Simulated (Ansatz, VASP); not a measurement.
**One calculation of Al2BN3, two programs**

```
CELL_PARAMETERS angstrom
3.20461 0.00000 0.00000
-1.60230 2.77527 0.00000
0.00000 0.00000 7.84966
ATOMIC_POSITIONS crystal
Al 0.00000 0.00000 0.00000
Al 0.33333 0.66667 0.66667
B 0.66667 0.33333 0.33333
N 0.00000 0.00000 0.75000
N 0.33333 0.66667 0.41667
N 0.66667 0.33333 0.08333
```

Alike in both runs: task single point; functional PBE; k mesh 6 × 6 × 2; occupations gaussian, width 0.1 eV; no spin polarisation.

|  | VASP | Ansatz |
| --- | --- | --- |
| version | VASP 6.6.1 | Ansatz 0.2.0 |
| potentials or method | VASP PAW PBE potentials, release 64 (Al, B, N), cutoff 520 eV | scalar-relativistic, plane waves, PAW |
| valence electrons in the cell | 24 | 24 |

|  | VASP | Ansatz | Ansatz less VASP |
| --- | --- | --- | --- |
| gap on the k mesh at the Fermi level (eV) | 2.16 | 2.15 | -0.004 |
| least direct gap on the mesh (eV) | 2.16 | 2.15 | -0.004 |
| rms of the force components (eV/Å) | 0.701 | 0.704 | +0.0037 |

Atom by atom the forces differ by 0.004 eV/Å (rms over components).
